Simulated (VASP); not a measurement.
A run of VASP 6.6.1 is set up as follows.

The input INCAR:

```
SYSTEM = Ta3N
  ALGO = Normal
  EDIFF = 1E-6
  ENCUT = 520
  GGA = PS
  ISIF = 2
  ISMEAR = -1
  LASPH = .True.
  LCHARG = .False.
  LDAU = .True.
  LDAUJ = 0 0
  LDAUL = 2 -1
  LDAUPRINT = 1
  LDAUTYPE = 2
  LDAUU = 5 0
  LMAXMIX = 4
  LREAL = .False.
  LWAVE = .False.
  NBANDS = 27
  NELM = 150
  PREC = Accurate
  SIGMA = 0.05
```

KPOINTS

```
k-points
0
Gamma
  10 10 4
  0 0 0
```

The input POSCAR:

```
Ta3N
1.0
    2.9952813603      0.0000000000      0.0000000000
   -1.4976406802      2.5939897495      0.0000000000
    0.0000000000      0.0000000000      7.6081672752
Ta N
3 1
Direct
    0.6666666667      0.3333333333      0.8259979844
    0.3333333333      0.6666666667      0.1740020156
    0.0000000000      0.0000000000      0.5000000000
    0.0000000000      0.0000000000      0.0000000000
```

Potentials or basis: VASP PAW PBE potentials, release 64 (Ta_pv, N).

Launch:

```sh
$ cat potpaw_PBE.64/Ta_pv/POTCAR potpaw_PBE.64/N/POTCAR > POTCAR
$ mpirun -np 1 vasp_std > vasp.out
```

Task: Predict the largest force.

Result: 0.496 eV/Å.

Task: What does it give for the band gap on the k mesh?

Result: Zero (band 19 reaches 7.53 eV, above the bottom of band 20 at 7.02 eV).

Stress tensor (GPa, compression positive):
```
12.09  0.00  0.00
 0.00 12.09  0.00
 0.00  0.00 10.28
```

Caveat: the PAW data sets were made with another functional, which shifts forces and pressure a little; spin-orbit coupling is left out, which moves the levels of the heavy elements; U without spin polarisation on a metal has little footing.
